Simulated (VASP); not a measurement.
A run of VASP 6.6.1 is set up as follows.

Contents of INCAR:

```
SYSTEM = Al3InAs4
PREC = Accurate ; ENCUT = 520
EDIFF = 1E-6 ; ISMEAR = 0
SIGMA = 0.02 ; LREAL = .FALSE.
LASPH = .TRUE. ; NELM = 80
ALGO = Normal ; ISIF = 2
LWAVE = .FALSE. ; LCHARG = .TRUE.
GGA = PE ; LELF = .TRUE.
LVHAR = .TRUE. ; NBANDS = 31
```

KPOINTS

```
regular mesh
0
G
  8 4 4
  0 0 0
```

File POSCAR:

```
Al3InAs4
1.0
    3.9996617979      0.0000000000      0.0000000000
    0.0000000000      4.0039570410      5.6542886311
    0.0000000000     -4.0039570410      5.6542886311
Al In As
3 1 4
Direct
    0.0000000000     -0.0006368357     -0.0006368357
    0.5000000000      0.5018576471      0.9979165443
    0.5000000000      0.9979165443      0.5018576471
    0.0000000000      0.5013368796      0.5013368796
    0.0000000000      0.8924728824      0.3690188482
    0.5000000000      0.3628306025      0.3628306025
    0.0000000000      0.3690188482      0.8924728824
    0.5000000000      0.8752044316      0.8752044316
```

Potentials or basis: VASP PAW PBE potentials, release 64 (Al, In_d, As).

Command:

```console
$ cat potpaw_PBE.64/Al/POTCAR potpaw_PBE.64/In_d/POTCAR potpaw_PBE.64/As/POTCAR > POTCAR
$ mpirun -np 1 vasp_std > vasp.out
```

(1) Estimate the largest force.

(2) Predict the pressure.

(3) Predict the band gap on the k mesh.

Answers

(1) 0.008 eV/Å.

(2) 7.4 GPa.

(3) 1.09 eV (least direct gap 1.19 eV).

Caveat: the cell stands under pressure; spin-orbit coupling is left out, which moves the levels of the heavy elements.
